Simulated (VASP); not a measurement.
# Ba (P6/mmm) in VASP: notebook

Runs on Ba. Level: LDA. Tasks: single point.

All numbers are computed with VASP 6.6.1; they aren't measurements. Logs are shortened: lines on timing, memory, paths and dates and some standing lists are left out, and cuts for length are marked.

## 1. The cell of the first run

Symmetry: P6/mmm, No. 191, hexagonal system. Conventional cell: a = 4.312 Å, b = 4.312 Å, c = 3.757 Å, α = 90.00°, β = 90.00°, γ = 120.00°. Ba (site symmetry 6/mmm) has 8 Ba at 3.76 to 4.31 Å within 4.9 Å.

## 2. Single point, LDA (strain +0.000 along x and y, -0.040 along z)

Contents of INCAR:

```
SYSTEM = Ba
ALGO = Normal
EDIFF = 1E-6
ENCUT = 520
GGA = CA
ISIF = 2
ISMEAR = 0
LASPH = .TRUE.
LCHARG = .TRUE.
LELF = .TRUE.
LREAL = .FALSE.
LVHAR = .TRUE.
LWAVE = .FALSE.
NBANDS = 11
NELM = 60
PREC = Accurate
SIGMA = 0.15
```

Contents of KPOINTS:

```
k-points
0
G
  15 15 12
  0 0 0
```

Contents of POSCAR:

```
Ba
1.0
    4.3116136979      0.0000000000      0.0000000000
   -2.1558068490      3.7339669937      0.0000000000
    0.0000000000      0.0000000000      3.7568767680
Ba
1
Direct
    0.0000000000      0.0000000000      0.0000000000
```

Potentials or basis: VASP PAW LDA potentials, release 64 (Ba_sv).

The run is started by

```console
$ cat potpaw_LDA.64/Ba_sv/POTCAR > POTCAR
$ mpirun -np 1 vasp_std > vasp.out
```

OUTCAR:

```text
SYSTEM = Ba
   EDIFF = 1E-6
   ENCUT = 520
   GGA = CA
   ISIF = 2
   ISMEAR = 0
   LASPH = .TRUE.
   LREAL = .FALSE.
   NELM = 60
   PREC = Accurate

 ion  position               nearest neighbor table
   1  0.000  0.000  0.000-

  LATTYP: Found a hexagonal cell.
 ALAT       =     4.3116136979
 C/A-ratio  =     0.8713389072

  Lattice vectors:

 A1 = (   4.3116136979,   0.0000000000,   0.0000000000)
 A2 = (  -2.1558068490,   3.7339669937,   0.0000000000)
 A3 = (   0.0000000000,   0.0000000000,   3.7568767680)

Analysis of symmetry for initial positions (statically):
=====================================================================
 Subroutine PRICEL returns:
 Original cell was already a primitive cell.

 Routine SETGRP: Setting up the symmetry group for a
 hexagonal supercell.

 Subroutine GETGRP returns: Found 24 space group operations
 (whereof 24 operations were pure point group operations)
 out of a pool of 24 trial point group operations.

The static configuration has the point symmetry D_6h.

Analysis of symmetry for dynamics (positions and initial velocities):
=====================================================================
 Subroutine PRICEL returns:
 Original cell was already a primitive cell.

 Routine SETGRP: Setting up the symmetry group for a
 hexagonal supercell.

 Subroutine GETGRP returns: Found 24 space group operations
 (whereof 24 operations were pure point group operations)
 out of a pool of 24 trial point group operations.

The dynamic configuration has the point symmetry D_6h.

 Subroutine INISYM returns: Found 24 space group operations
 (whereof 24 operations are pure point group operations),
 and found     1 'primitive' translations

----------------------------------------------------------------------------------------

                                     Primitive cell

  volume of cell :      60.4835

  direct lattice vectors                    reciprocal lattice vectors
     4.311613698  0.000000000  0.000000000     0.231931724  0.133905844  0.000000000
    -2.155806849  3.733966994  0.000000000     0.000000000  0.267811687  0.000000000
     0.000000000  0.000000000  3.756876768     0.000000000  0.000000000  0.266178547

  length of vectors
     4.311613698  4.311613698  3.756876768     0.267811687  0.267811687  0.266178547

  position of ions in fractional coordinates (direct lattice)
     0.000000000  0.000000000  0.000000000

  ion indices of the primitive-cell ions
   primitive index   ion index
                 1           1

----------------------------------------------------------------------------------------

 KPOINTS: k-points

Automatic generation of k-mesh.
 Grid dimensions read from file:
 generate k-points for:   15   15   12

 Generating k-lattice:

  Cartesian coordinates                     Fractional coordinates (reciprocal lattice)
     0.015462115  0.008927056  0.000000000     0.066666667  0.000000000  0.000000000
     0.000000000  0.017854112  0.000000000     0.000000000  0.066666667  0.000000000
     0.000000000  0.000000000  0.022181546     0.000000000  0.000000000  0.083333333

  Length of vectors
     0.017854112  0.017854112  0.022181546

  Shift w.r.t. Gamma in fractional coordinates (k-lattice)
     0.000000000  0.000000000  0.000000000

 Subroutine IBZKPT returns following result:
 ===========================================

 Found    189 irreducible k-points:

 Following reciprocal coordinates:
            Coordinates               Weight
  0.000000  0.000000  0.000000      1.000000
  0.066667  0.000000  0.000000      6.000000
  0.133333  0.000000  0.000000      6.000000
  0.200000  0.000000  0.000000      6.000000
  0.266667  0.000000  0.000000      6.000000
  0.333333  0.000000  0.000000      6.000000
[... 16 lines left out ...]
  0.333333  0.200000  0.000000     12.000000
  0.400000  0.200000  0.000000      6.000000
 [... further k-points ...]
   k-points           NKPTS =    189   k-points in BZ     NKDIM =    189   number of bands    NBANDS=     11
   number of dos      NEDOS =    301   number of ions     NIONS =      1
   total plane-waves  NPLWV =  28672
   dimension x,y,z NGX =    32 NGY =   32 NGZ =   28
   dimension x,y,z NGXF=    64 NGYF=   64 NGZF=   56
   ions per type =               1
   NGX,Y,Z   is equivalent  to a cutoff of  12.34, 12.34, 12.39 a.u.
   NGXF,Y,Z  is equivalent  to a cutoff of  24.68, 24.68, 24.78 a.u.
 SYSTEM =  Ba
   PREC   = accura    normal or accurate (medium, high low for compatibility)
   ISTART =      0    job   : 0-new  1-cont  2-samecut
   ICHARG =      2    charge: 1-file 2-atom 10-const
   ISPIN  =      1    spin polarized calculation?
   LNONCOLLINEAR =      F non collinear calculations
   LSORBIT =      F    spin-orbit coupling
   LASPH  =      T    aspherical Exc in radial PAW
   ENCUT  =  520.0 eV  38.22 Ry    6.18 a.u.   8.02  8.02  6.99*2*pi/ulx,y,z
   NELM   =     60;   NELMIN=  2; NELMDL= -5     # of ELM steps
[... 56 lines left out ...]
  band No.  band energies     occupation
      1     -27.4192      2.00000
      2     -12.3582      2.00000
      3     -12.3582      2.00000
      4     -12.1144      2.00000
      5      -1.1451      2.00000
      6       1.5352      1.44134
      7       3.1859      0.00000
      8       3.1859      0.00000
      9       6.7137      0.00000
     10       6.7137      0.00000
     11       7.6277      0.00000

 k-point     2 :       0.0667    0.0000    0.0000
  band No.  band energies     occupation
      1     -27.4174      2.00000
      2     -12.3817      2.00000
      3     -12.3634      2.00000
      4     -12.1122      2.00000
      5      -1.0671      2.00000
      6       1.5646      1.24199
      7       3.0636      0.00000
      8       3.2626      0.00000
      9       6.5739      0.00000
     10       6.6946      0.00000
     11       7.8695      0.00000

 k-point     3 :       0.1333    0.0000    0.0000
  band No.  band energies     occupation
      1     -27.4122      2.00000
      2     -12.4472      2.00000
      3     -12.3781      2.00000
      4     -12.1061      2.00000
      5      -0.8440      2.00000
      6       1.6463      0.64392
      7       2.7761      0.00000
      8       3.4903      0.00000
      9       6.2445      0.00000
     10       6.6417      0.00000
     11       8.5117      0.00000

 k-point     4 :       0.2000    0.0000    0.0000
  band No.  band energies     occupation
      1     -27.4045      2.00000
      2     -12.5413      2.00000
      3     -12.3995      2.00000
      4     -12.0971      2.00000
      5      -0.5092      2.00000
      6       1.7508      0.14766
      7       2.4760      0.00000
      8       3.8610      0.00000
      9       5.8623      0.00000
     10       6.5663      0.00000
     11       9.0438      0.00000

 k-point     5 :       0.2667    0.0000    0.0000
  band No.  band energies     occupation
      1     -27.3956      2.00000
      2     -12.6462      2.00000
      3     -12.4239      2.00000
      4     -12.0868      2.00000
      5      -0.1204      2.00000
      6       1.7866      0.07429
      7       2.3355      0.00000
      8       4.3607      0.00000
      9       5.5082      0.00000
     10       6.4832      0.00000
     11       8.4198      0.00000
[... 211 lines left out ...]
 k-point    21 :       0.2000    0.2000    0.0000
  band No.  band energies     occupation
      1     -27.3851      2.00000
      2     -12.7213      2.00000
      3     -12.5021      2.00000
      4     -12.0744      2.00000
      5       0.4780      2.00000
      6       1.8853      0.00662
      7       2.0691      0.00001
      8       5.1308      0.00000
      9       5.2944      0.00000
     10       6.1572      0.00000
     11       7.7005      0.00000

 k-point    22 :       0.2667    0.2000    0.0000
  band No.  band energies     occupation
      1     -27.3788      2.00000
      2     -12.7666      2.00000
      3     -12.5462      2.00000
      4     -12.0670      2.00000
      5       0.8562      2.00000
      6       1.7871      0.07340
      7       2.1831      0.00000
      8       5.1775      0.00000
      9       5.6375      0.00000
     10       5.9894      0.00000
     11       7.1751      0.00000

 k-point    23 :       0.3333    0.2000    0.0000
  band No.  band energies     occupation
      1     -27.3745      2.00000
      2     -12.7947      2.00000
      3     -12.5782      2.00000
      4     -12.0620      2.00000
      5       1.0871      2.00000
      6       1.8038      0.05148
      7       2.2775      0.00000
      8       5.1101      0.00000
      9       5.8713      0.00000
     10       6.0218      0.00000
     11       6.7645      0.00000

 k-point    24 :       0.4000    0.2000    0.0000
  band No.  band energies     occupation
      1     -27.3730      2.00000
      2     -12.8042      2.00000
      3     -12.5899      2.00000
      4     -12.0602      2.00000
      5       1.1454      1.99998
      6       1.8496      0.01735
      7       2.3139      0.00000
      8       5.0886      0.00000
      9       5.8287      0.00000
     10       6.1624      0.00000
     11       6.6166      0.00000

 [... further k-points ...]

------------------------ aborting loop because EDIFF is reached ----------------------------------------

  FORCE on cell =-STRESS in cart. coord.  units (eV):
  Direction    XX          YY          ZZ          XY          YZ          ZX
  --------------------------------------------------------------------------------------
  -------------------------------------------------------------------------------------
  Total       -0.6612897     -0.6612897      0.1571152      0.0000000      0.0000000      0.0000000
  in kB      -17.5172164    -17.5172164      4.1618995      0.0000000      0.0000000      0.0000000
  external PRESSURE =     -10.2908444 kB  Pullay stress =       0.0000000 kB

 VOLUME and BASIS-vectors are now :
 -----------------------------------------------------------------------------
  energy-cutoff  :      520.00
  volume of cell :       60.48
      direct lattice vectors                 reciprocal lattice vectors
     4.311613698  0.000000000  0.000000000     0.231931724  0.133905844  0.000000000
    -2.155806849  3.733966994  0.000000000     0.000000000  0.267811687  0.000000000
     0.000000000  0.000000000  3.756876768     0.000000000  0.000000000  0.266178547

 POSITION                                       TOTAL-FORCE (eV/Angst)
 -----------------------------------------------------------------------------------
      0.00000      0.00000      0.00000         0.000000      0.000000      0.000000
 -----------------------------------------------------------------------------------
    total drift:                                0.000000      0.000000     -0.000000

  FREE ENERGIE OF THE ION-ELECTRON SYSTEM (eV)
  ---------------------------------------------------
  free  energy   TOTEN  =        -2.0457902331 eV

  energy  without entropy=       -2.0329539734  energy(sigma->0) =       -2.03937210
```

Run time: 38 s. Hardware: 1 thread of Intel Xeon 6975P-C (Granite Rapids), shared host; peak memory 0.24 GiB.

Results:

```
Free energy            : -2.0458 eV
Pressure               : -1.0 GPa
Band gap on the k mesh : zero (band 5 reaches 1.94 eV, above the bottom of band 6 at 1.38 eV)
```

Stress tensor (GPa, compression positive):
```
-1.75  0.00  0.00
 0.00 -1.75  0.00
 0.00  0.00  0.42
```

Levels at points of the mesh, in eV from the Fermi level:
```tsv
k point	band 3	band 4	band 5	band 6	band 7	band 8
(0.00, 0.00, 0.00)	-13.96	-13.71	-2.74	-0.06	1.59	1.59
(0.00, 0.00, 0.50)	-13.84	-13.84	-0.70	0.99	2.32	2.32
```

Caveat: the cell differs from its parent crystal (strain +0.000 along x and y, -0.040 along z); spin-orbit coupling is left out, which moves the levels of the heavy elements.

## 3. Single point, LDA (strain -0.040 along x and y, +0.080 along z)

Contents of INCAR:

```
SYSTEM = Ba
PREC = Accurate
ENCUT = 520
EDIFF = 1E-7
ISMEAR = 0
SIGMA = 0.15
LREAL = .False.
LASPH = .True.
NELM = 100
ALGO = Fast
ISIF = 2
LWAVE = .False.
LCHARG = .True.
LELF = .True.
LVHAR = .True.
NBANDS = 11
```

Contents of KPOINTS:

```
Automatic mesh
0
Gamma
  15 15 12
  0 0 0
```

Contents of POSCAR:

```
Ba
1.0
    4.1391491500      0.0000000000      0.0000000000
   -2.0695745750      3.5846083139      0.0000000000
    0.0000000000      0.0000000000      4.2264863640
Ba
1
Direct
    0.0000000000      0.0000000000      0.0000000000
```

Potentials or basis: VASP PAW LDA potentials, release 64 (Ba_sv).

The run is started by

```console
$ cat potpaw_LDA.64/Ba_sv/POTCAR > POTCAR
$ mpirun -np 1 vasp_std > vasp.out
```

Wall time 50 s (1 thread of Intel Xeon 6975P-C (Granite Rapids), shared host); peak memory 0.25 GiB.

Results (log left out):

* Free energy: -2.0220 eV
* Pressure: -1.1 GPa
* Band gap on the k mesh: zero (band 5 reaches 2.05 eV, above the bottom of band 6 at 1.12 eV)

Stress tensor (GPa, compression positive):
```
-0.42  0.00  0.00
 0.00 -0.42  0.00
 0.00  0.00 -2.47
```

Levels at points of the mesh, in eV from the Fermi level:
| k point | band 1 | band 2 | band 3 | band 4 | band 5 | band 6 | band 7 | band 8 | band 9 | band 10 |
| --- | --- | --- | --- | --- | --- | --- | --- | --- | --- | --- |
| (0.00, 0.00, 0.00) | -28.93 | -13.94 | -13.77 | -13.77 | -2.66 | 0.06 | 1.84 | 1.84 | 4.74 | 4.74 |
| (0.00, 0.00, 0.50) | -28.90 | -14.36 | -13.74 | -13.74 | -1.16 | 0.51 | 2.17 | 2.17 | 3.29 | 3.29 |

Caveat: the cell differs from its parent crystal (strain -0.040 along x and y, +0.080 along z); spin-orbit coupling is left out, which moves the levels of the heavy elements.

## 4. Single point, LDA (strain +0.040 along x and y, -0.080 along z)

Contents of INCAR:

```
SYSTEM = Ba
PREC = Accurate ; ENCUT = 520
EDIFF = 1E-7 ; ISMEAR = 0
SIGMA = 0.15 ; LREAL = .FALSE.
LASPH = .TRUE. ; NELM = 80
ALGO = Normal ; ISIF = 2
LWAVE = .FALSE. ; LCHARG = .TRUE.
GGA = CA ; LELF = .TRUE.
LVHAR = .TRUE. ; NBANDS = 11
```

Contents of KPOINTS:

```
Automatic mesh
0
G
  15 15 12
  0 0 0
```

Contents of POSCAR:

```
Ba
1.0
    4.4840782458      0.0000000000      0.0000000000
   -2.2420391229      3.8833256734      0.0000000000
    0.0000000000      0.0000000000      3.6003402360
Ba
1
Direct
    0.0000000000      0.0000000000      0.0000000000
```

The run is started by

```console
$ cat potpaw_LDA.64/Ba_sv/POTCAR > POTCAR
$ mpirun -np 1 vasp_std > vasp.out
```

Run time: 48 s. Hardware: 1 thread of Intel Xeon 6975P-C (Granite Rapids), shared host; peak memory 0.25 GiB.

Results (log left out):

- Free energy: -1.9565 eV
- Pressure: -1.1 GPa
- Band gap on the k mesh: zero (band 5 reaches 1.72 eV, above the bottom of band 6 at 1.15 eV)

Stress tensor (GPa, compression positive):
```
-2.76  0.00  0.00
 0.00 -2.76  0.00
 0.00  0.00  2.15
```

Levels at points of the mesh, in eV from the Fermi level:
```csv
k point,band 1,band 2,band 3,band 4,band 5,band 6,band 7,band 8,band 9,band 10
"(0.00, 0.00, 0.00)",-29.07,-14.07,-14.07,-13.57,-2.66,-0.10,1.46,1.46,5.27,5.27
"(0.00, 0.00, 0.50)",-28.91,-15.02,-13.90,-13.90,-0.36,1.22,1.78,1.78,2.43,2.43
```

Caveat: the cell differs from its parent crystal (strain +0.040 along x and y, -0.080 along z); spin-orbit coupling is left out, which moves the levels of the heavy elements.

## 5. Single point, LDA (strain +0.000 along x and y, +0.040 along z)

Contents of INCAR:

```
PREC = Accurate ; ENCUT = 520
EDIFF = 1E-6 ; ISMEAR = 0
SIGMA = 0.15 ; LREAL = F
LASPH = T ; NELM = 60
ALGO = Normal ; ISIF = 2
LWAVE = F ; LCHARG = F
NBANDS = 11
```

Contents of KPOINTS:

```
regular mesh
0
Gamma
  15 15 12
```

Contents of POSCAR:

```
Ba
1.0
    4.3116136979      0.0000000000      0.0000000000
   -2.1558068490      3.7339669937      0.0000000000
    0.0000000000      0.0000000000      4.0699498320
Ba
1
Direct
    0.0000000000      0.0000000000      0.0000000000
```

The run is started by

```console
$ cat potpaw_LDA.64/Ba_sv/POTCAR > POTCAR
$ mpirun -np 1 vasp_std > vasp.out
```

It took 37 s on 1 thread of Intel Xeon 6975P-C (Granite Rapids), shared host; peak memory 0.25 GiB.

The run converged. Its results:

| Item | Value |
| --- | --- |
| Free energy | -2.0232 eV |
| Pressure | -1.4 GPa |
| Band gap on the k mesh | zero (band 5 reaches 1.71 eV, above the bottom of band 6 at 1.13 eV) |

Stress tensor (GPa, compression positive):
```
-1.35  0.00  0.00
 0.00 -1.35  0.00
 0.00  0.00 -1.58
```

Levels at points of the mesh, in eV from the Fermi level:
| k point | band 2 | band 3 | band 4 | band 5 | band 6 | band 7 | band 8 | band 9 |
| --- | --- | --- | --- | --- | --- | --- | --- | --- |
| (0.00, 0.00, 0.00) | -14.01 | -14.01 | -13.99 | -2.70 | 0.05 | 1.65 | 1.65 | 4.56 |
| (0.00, 0.00, 0.50) | -14.56 | -13.96 | -13.96 | -1.01 | 0.61 | 2.11 | 2.11 | 2.68 |

Caveat: the cell differs from its parent crystal (strain +0.000 along x and y, +0.040 along z); spin-orbit coupling is left out, which moves the levels of the heavy elements.

## 6. Single point, LDA (strain +0.080 along x and y, -0.080 along z)

Contents of INCAR:

```
ALGO     = Normal         # electronic algorithm
EDIFF    = 1E-6           # SCF threshold, eV
ENCUT    = 520            # plane-wave cutoff, eV
GGA      = CA             # functional
ISIF     = 2              # what is computed and relaxed
ISMEAR   = 0              # smearing method
LASPH    = T              # aspherical terms in the spheres
LCHARG   = F              # write CHGCAR
LREAL    = F              # projectors in reciprocal space
LWAVE    = F              # write WAVECAR
NBANDS   = 11             # bands
NELM     = 60             # most SCF steps
PREC     = Accurate       # precision mode
SIGMA    = 0.15           # smearing width, eV
```

Contents of KPOINTS:

```
k-points
0
Gamma
  15 15 12
```

Contents of POSCAR:

```
Ba
1.0
    4.6565427937      0.0000000000      0.0000000000
   -2.3282713969      4.0326843532      0.0000000000
    0.0000000000      0.0000000000      3.6003402360
Ba
1
Direct
    0.0000000000      0.0000000000      0.0000000000
```

Potentials or basis: VASP PAW LDA potentials, release 64 (Ba_sv).

The run is started by

```console
$ cat potpaw_LDA.64/Ba_sv/POTCAR > POTCAR
$ mpirun -np 1 vasp_std > vasp.out
```

Run time: 42 s. Hardware: 1 thread of Intel Xeon 6975P-C (Granite Rapids), shared host; peak memory 0.25 GiB.

Results (log left out):

| Property | Result |
| --- | --- |
| Free energy | -1.8645 eV |
| Pressure | -1.4 GPa |
| Band gap on the k mesh | zero (band 5 reaches 1.42 eV, above the bottom of band 6 at 0.92 eV) |

Stress tensor (GPa, compression positive):
```
-3.19  0.00  0.00
 0.00 -3.19  0.00
 0.00  0.00  2.29
```

Levels at points of the mesh, in eV from the Fermi level:
```tsv
k point	band 2	band 3	band 4	band 5	band 6	band 7	band 8	band 9
(0.00, 0.00, 0.00)	-14.20	-14.20	-13.64	-2.57	-0.09	1.37	1.37	5.08
(0.00, 0.00, 0.50)	-15.08	-14.02	-14.02	-0.21	1.24	1.50	1.50	2.39
```

Caveat: the cell differs from its parent crystal (strain +0.080 along x and y, -0.080 along z); spin-orbit coupling is left out, which moves the levels of the heavy elements.

## 7. The runs side by side

| cell | gap on the mesh (eV) | pressure (GPa) |
| --- | --- | --- |
| a = 4.312, b = 4.312, c = 3.757 Å, angles 90.0, 90.0, 120.0°, 1 atom | none | -1.0 |
| a = 4.139, b = 4.139, c = 4.226 Å, angles 90.0, 90.0, 120.0°, 1 atom | none | -1.1 |
| a = 4.484, b = 4.484, c = 3.600 Å, angles 90.0, 90.0, 120.0°, 1 atom | none | -1.1 |
| a = 4.312, b = 4.312, c = 4.070 Å, angles 90.0, 90.0, 120.0°, 1 atom | none | -1.4 |
| a = 4.657, b = 4.657, c = 3.600 Å, angles 90.0, 90.0, 120.0°, 1 atom | none | -1.4 |

Alike in all rows: task single point; level LDA; potentials or basis VASP PAW LDA potentials, release 64 (Ba_sv); no spin polarisation; k mesh 15 × 15 × 12; cutoff (eV) 520; smearing gaussian 0.15 eV.

Caveats: spin-orbit coupling is left out, which moves the levels of the heavy elements.

Absolute energies hang on the potentials; compare differences alone.
